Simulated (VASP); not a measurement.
Input of a VASP 6.6.1 run:

The input INCAR:

```
  PREC = Accurate
  ENCUT = 520
  EDIFF = 1E-6
  ISMEAR = 0
  SIGMA = 0.05
  LREAL = F
  LASPH = T
  NELM = 60
  ALGO = Normal
  ISIF = 2
  LWAVE = F
  LCHARG = F
  GGA = PE
  NBANDS = 24
```

Contents of KPOINTS:

```
Automatic mesh
0
Gamma
  9 9 6
```

Contents of POSCAR:

```
CaO
1.0
    3.9331983408      0.0000000000      0.0000000000
   -1.9665991704      3.4062496812      0.0000000000
    0.0000000000      0.0000000000      5.1170910414
Ca O
2 2
Direct
    0.3333333333      0.6666666667      0.7500000000
    0.6666666667      0.3333333333      0.2500000000
    0.3333333333      0.6666666667      0.2500000000
    0.6666666667      0.3333333333      0.7500000000
```

Potentials or basis: VASP PAW PBE potentials, release 64 (Ca_sv, O).

Run with:

```bash
$ cat potpaw_PBE.64/Ca_sv/POTCAR potpaw_PBE.64/O/POTCAR > POTCAR
$ mpirun -np 1 vasp_std > vasp.out
```

Problem. Estimate the pressure.

Solution. -1.1 GPa.

Problem. What does it give for the band gap on the k mesh?

Solution. 3.15 eV.

Stress tensor (GPa, compression positive):
```
 1.54  0.00  0.00
 0.00  1.54  0.00
 0.00  0.00 -6.25
```

Caveat: the stress differs along the axes, from -6 to 2 GPa. A k mesh can miss the band edges.
